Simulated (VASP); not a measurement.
A run of VASP 6.6.1:

The input INCAR:

```
SYSTEM = Sb
PREC = Accurate
ENCUT = 520
EDIFF = 1E-6
ISMEAR = 0
SIGMA = 0.15
LREAL = .FALSE.
LASPH = .TRUE.
NELM = 100
ALGO = Normal
ISIF = 2
LWAVE = .FALSE.
LCHARG = .FALSE.
GGA = PS
NBANDS = 12
```

KPOINTS

```
regular mesh
0
G
  12 12 6
  0 0 0
```

POSCAR

```
Sb
1.0
    3.1980550902     -0.1885869504      0.0032134097
   -1.7623486350      3.1241070251     -0.0653914684
    0.0052881977     -0.1212070539      5.6370573702
Sb
2
Direct
    0.3294663286      0.7216946396      0.2305115680
    0.6705336714      0.2783053604      0.7694884320
```

Potentials or basis: VASP PAW PBE potentials, release 64 (Sb).

Launch:

```bash
$ cat potpaw_PBE.64/Sb/POTCAR > POTCAR
$ mpirun -np 1 vasp_std > vasp.out
```

Hardware: 1 thread of Intel(R) Xeon(R) Platinum 8259CL CPU @ 2.50GHz (Skylake/Cascade Lake), on a shared host.

Estimate the wall time of this run.

Run time: 98 s on 1 thread of Intel(R) Xeon(R) Platinum 8259CL CPU @ 2.50GHz (Skylake/Cascade Lake), with other jobs on the host, peak memory 0.36 GiB. Counts: scf iterations 10, k points 436.
